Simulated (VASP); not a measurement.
Wanted: the native input for a VASP 6.6.1 run.

- Task: single point
- Functional: PBE
- Potentials or basis: VASP PAW PBE potentials, release 64 (Cd, F)
- Cutoff: 520 eV
- k mesh: 8 × 8 × 8
- Occupations: gaussian, width 0.02 eV
- Spin: no spin polarisation
- Dipole correction: no
- Further INCAR settings: ALGO = Normal; EDIFF = 1e-06; NBANDS = 20

The structure of CdF2 lies in POSCAR:

```
CdF2
1.0
    0.0000000000      2.4741189698      2.4741189698
    2.4741189698      0.0000000000      2.4741189698
    2.4741189698      2.4741189698      0.0000000000
Cd F
1 2
Direct
    0.0000000000      0.0000000000      0.0000000000
    0.2500000000      0.2500000000      0.2500000000
    0.7500000000      0.7500000000      0.7500000000
```

One way to write it, as run:

INCAR

```
PREC = Accurate
ENCUT = 520
EDIFF = 1E-6
ISMEAR = 0
SIGMA = 0.02
LREAL = False
LASPH = True
NELM = 80
ALGO = Normal
ISIF = 2
LWAVE = False
LCHARG = False
GGA = PE
NBANDS = 20
```

KPOINTS

```
regular mesh
0
Gamma
  8 8 8
```

Potentials or basis: VASP PAW PBE potentials, release 64 (Cd, F).

Launch:

```sh
$ cat potpaw_PBE.64/Cd/POTCAR potpaw_PBE.64/F/POTCAR > POTCAR
$ mpirun -np 1 vasp_std > vasp.out
```

It gave:

* Pressure: 63.2 GPa
* Band gap on the k mesh: 4.00 eV, indirect (least direct gap 4.07 eV)

Run time: 13 s on 1 thread of AMD EPYC 9R45 96-Core Processor (Zen 5) (shared host), peak memory 0.13 GiB.
